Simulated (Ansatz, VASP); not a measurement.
One calculation of PbS, two programs

INCAR

```
PREC = Accurate ; ENCUT = 520
EDIFF = 1E-8 ; ISMEAR = -1
SIGMA = 0.01 ; LREAL = False
LASPH = True ; NELM = 60
ALGO = Normal ; ISIF = 2
LWAVE = False ; LCHARG = False
LEFG = True ; NBANDS = 17
```

KPOINTS

```
regular mesh
0
Gamma
  8 8 8
```

The input POSCAR:

```
PbS
1.0
    0.0000000000      2.9057000000      2.9650000000
    2.9057000000      0.0000000000      2.9650000000
    2.9057000000      2.9057000000      0.0000000000
Pb S
1 1
Direct
    0.0000000000      0.0000000000      0.0000000000
    0.5000000000      0.5000000000      0.5000000000
```

Input for Ansatz:

```yaml
crystal:
  lattice:
    - [0.0, 2.9057, 2.965]
    - [2.9057, 0.0, 2.965]
    - [2.9057, 2.9057, 0.0]
  atoms:
    - { symbol: Pb, position: [0.0, 0.0, 0.0] }
    - { symbol: S, position: [0.5, 0.5, 0.5] }
kpoints:
  mp_grid: { grid: [8, 8, 8] }
scf:
  occupations: { method: fermi_dirac, width: 0.01 }
hamiltonian:
  xc: lda
  pseudopotentials: { kind: all_electron, datasets: crystal }
output:
  forces: true
  stress: true
  eigenvalues: true
  efg: { contact_densities: true }
```

Change from the starting cell: equal xx and yy strain of -2 %, crystal datasets.

Alike in both runs: task electric field gradients; functional LDA; k mesh 8 × 8 × 8; occupations fermi-dirac, width 0.01 eV; no spin polarisation.

|  | VASP | Ansatz |
| --- | --- | --- |
| version | VASP 6.6.1 | Ansatz 0.2.0 |
| potentials or method | VASP PAW LDA potentials, release 64 (Pb_d, S), cutoff 520 eV | all-electron PAW with datasets made for the crystal, scalar-relativistic |

```csv
,VASP,Ansatz,Ansatz less VASP
pressure (GPa),-0.1,-0.1,-0.04
"traceless stress, the component that is largest in VASP (GPa)",-1.89,-1.88,+0.010
size of Vzz on the site where it differs most (V/Å²),61.9,67.2,+5.33
```

LDA's correlation is that of Perdew and Zunger in VASP and of Perdew and Wang (1992) in Ansatz. Ansatz ran all-electron here, and VASP with PAW potentials.

Spin-orbit coupling is off throughout.
